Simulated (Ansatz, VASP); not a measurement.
**W: VASP beside Ansatz**

```
CELL_PARAMETERS angstrom
-1.57715 1.57715 1.57715
1.57715 -1.57715 1.57715
1.57715 1.57715 -1.57715
ATOMIC_POSITIONS crystal
W 0.00000 0.00000 0.00000
```

Alike in both runs: functional PBEsol; k mesh 18 × 18 × 18; occupations gaussian, width 0.1 eV; no spin polarisation.

Ansatz relaxed the structure, and its values are those at the end. VASP's run is a single point on that final structure, the one shown.

```csv
,VASP,Ansatz
version,VASP 6.6.1,Ansatz 0.2.0
potentials or method,"VASP PAW PBE potentials, release 64 (W_sv), cutoff 520 eV","scalar-relativistic, plane waves, PAW"
valence electrons in the cell,14,14
```

Ansatz gave:

```
gap on the k mesh at the Fermi level (eV) : none
pressure (GPa)                            : 0.0
```

Problem. Which values does VASP return?

Solution. gap on the k mesh at the Fermi level (eV): none; pressure (GPa): 0.7.

VASP's potentials were made for PBE, not for PBEsol. A gap of «none» marks a metal or a gap that the smearing closes.

Neither program's run includes spin-orbit coupling.
